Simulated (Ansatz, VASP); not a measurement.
**Two plane-wave programs on GaSb**

```
Ga Sb
1.0
     0.00000    3.06486    3.06486
     3.06486    0.00000    3.06486
     3.06486    3.06486    0.00000
Ga Sb
1 1
Direct
  0.00000 0.00000 0.00000
  0.25000 0.25000 0.25000
```

Alike in both runs: functional PBE; dispersion D3(BJ); k mesh 12 × 12 × 12; occupations gaussian, width 0.1 eV; no spin polarisation.

Ansatz relaxed the structure, and its values are those at the end. VASP's run is a single point on that final structure, the one shown.

|  | VASP | Ansatz |
| --- | --- | --- |
| version | VASP 6.6.1 | Ansatz 0.2.0 |
| potentials or method | VASP PAW PBE potentials, release 64 (Ga_d, Sb), cutoff 500 eV | scalar-relativistic, plane waves, PAW |
| valence electrons in the cell | 18 | 28 |

Ansatz gave:

* gap on the k mesh at the Fermi level (eV): none
* pressure (GPa): 0.0

Question: What did VASP give for the same quantities?

Answer: gap on the k mesh at the Fermi level (eV): none; pressure (GPa): 0.1.

A gap of «none» marks a metal or a gap that the smearing closes. VASP's potentials hold 18 valence electrons a cell and Ansatz's 28, so a difference there can come from the potentials and not from the codes.

Spin-orbit coupling is off throughout.
